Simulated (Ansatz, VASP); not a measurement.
Two plane-wave programs on K2SiB2

INCAR

```
SYSTEM = K2SiB2
ALGO = Normal
EDIFF = 1E-7
EDIFFG = -0.04
ENCUT = 600
GGA = PE
IBRION = 2
ISIF = 3
ISMEAR = 0
LASPH = .True.
LCHARG = .False.
LREAL = .False.
LWAVE = .False.
NELM = 80
NSW = 90
PREC = Accurate
SIGMA = 0.1
```

The input KPOINTS:

```
k-points
0
Gamma
  6 6 2
  0 0 0
```

Contents of POSCAR:

```
K2SiB2
1.0
    3.4127948700      0.0000000000      0.0000000000
   -1.7063974300      2.9555670500      0.0000000000
    0.0000000000      0.0000000000      9.6773874100
K Si B
2 1 2
Direct
    0.6666666700      0.3333333300      0.3050729900
    0.3333333300      0.6666666700      0.6949270100
    0.0000000000      0.0000000000      0.0000000000
    0.6666666700      0.3333333300      0.8715950300
    0.3333333300      0.6666666700      0.1284049700
```

Input for Ansatz:

```yaml
crystal:
  lattice:
    - [3.41279487, 0.0, 0.0]
    - [-1.70639743, 2.95556705, 0.0]
    - [0.0, 0.0, 9.67738741]
  atoms:
    - { symbol: K, position: [0.66666667, 0.33333333, 0.30507299] }
    - { symbol: K, position: [0.33333333, 0.66666667, 0.69492701] }
    - { symbol: Si, position: [0.0, 0.0, 0.0] }
    - { symbol: B, position: [0.66666667, 0.33333333, 0.87159503] }
    - { symbol: B, position: [0.33333333, 0.66666667, 0.12840497] }
basis:
  ecutwfc: 420
kpoints:
  mp_grid: { grid: [6, 6, 2] }
hamiltonian:
  xc: pbe
scf:
  occupations: { method: gaussian, width: 0.1 }
  lower_state_search: "off"
output:
  forces: true
  stress: true
  eigenvalues: true
relax:
  adjacent_minimum: "off"
  f_tol: 0.04
  max_steps: 70
  cell: { stress_tol: 0.4 }
```

Change from the starting cell: species swapped into the Nb2CS2 type (P-3m1, No. 164).

Alike in both runs: task relaxation of cell and atoms; functional PBE; k mesh 6 × 6 × 2; occupations gaussian, width 0.1 eV; no spin polarisation.

|  | VASP | Ansatz |
| --- | --- | --- |
| version | VASP 6.6.1 | Ansatz 0.2.0 |
| potentials or method | VASP PAW PBE potentials, release 64 (K_sv, Si, B), cutoff 600 eV | scalar-relativistic, plane waves, PAW |
| valence electrons in the cell | 28 | 28 |

```csv
,VASP,Ansatz,Ansatz less VASP
"gap on the k mesh at the Fermi level, each at its own relaxed structure (eV)",none,none,-
relaxed volume (Å³/atom),22.00,22.23,+0.229
relaxed cell length with the largest relative difference (Å),9.884,9.968,+0.0848
```

A gap of «none» marks a metal or a gap that the smearing closes.
